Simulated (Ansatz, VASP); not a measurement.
## Al2O3: VASP beside Ansatz

```
CELL_PARAMETERS angstrom
2.40394 1.38792 4.37421
-2.40394 1.38792 4.37421
0.00000 -2.77583 4.37421
ATOMIC_POSITIONS crystal
Al 0.64792 0.64792 0.64792
Al 0.85208 0.85208 0.85208
Al 0.14792 0.14792 0.14792
Al 0.35208 0.35208 0.35208
O 0.44366 0.05634 0.75000
O 0.94366 0.25000 0.55634
O 0.05634 0.75000 0.44366
O 0.75000 0.44366 0.05634
O 0.25000 0.55634 0.94366
O 0.55634 0.94366 0.25000
```

Alike in both runs: task single point; functional r2SCAN; k mesh 2 × 2 × 2; occupations fermi-dirac, width 0.01 eV; no spin polarisation.

|  | VASP | Ansatz |
| --- | --- | --- |
| version | VASP 6.6.1 | Ansatz 0.2.0 |
| potentials or method | VASP PAW PBE potentials, release 64 (Al, O), cutoff 660 eV | plane-wave PAW DFT |
| valence electrons in the cell | 48 | 48 |

|  | VASP | Ansatz | Ansatz less VASP |
| --- | --- | --- | --- |
| gap on the k mesh at the Fermi level (eV) | 6.76 | 6.74 | -0.021 |
| rms of the force components (eV/Å) | 0.014 | 0.010 | -0.0037 |

VASP's potentials were made for PBE, not for r2SCAN. Atom by atom the forces differ by 0.004 eV/Å (rms over components).

The k mesh is coarse, so the values compare programs but aren't converged.
